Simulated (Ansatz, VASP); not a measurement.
LiCl in VASP and in Ansatz

```
CELL_PARAMETERS angstrom
0.00000 2.50064 2.50064
2.50064 0.00000 2.50064
2.50064 2.50064 0.00000
ATOMIC_POSITIONS crystal
Li 0.00000 0.00000 0.00000
Cl 0.50000 0.50000 0.50000
```

Change from the starting cell: strain -0.025 along x and y, -0.025 along z, atoms carried along.

Alike in both runs: task single point; functional PBE; k mesh 8 × 8 × 8; occupations gaussian, width 0.05 eV; no spin polarisation.

```csv
,VASP,Ansatz
version,VASP 6.6.1,Ansatz 0.2.0
potentials or method,"VASP PAW PBE potentials, release 64 (Li_sv, Cl), cutoff 520 eV","scalar-relativistic, plane waves, PAW"
valence electrons in the cell,10,10
```

|  | VASP | Ansatz | Ansatz less VASP |
| --- | --- | --- | --- |
| gap on the k mesh at the Fermi level (eV) | 6.80 | 6.79 | -0.013 |
| least direct gap on the mesh (eV) | 6.80 | 6.79 | -0.013 |

Noted on VASP's run: the cutoff is under 1.25 times that of the potentials, so the pressure is a little rough.
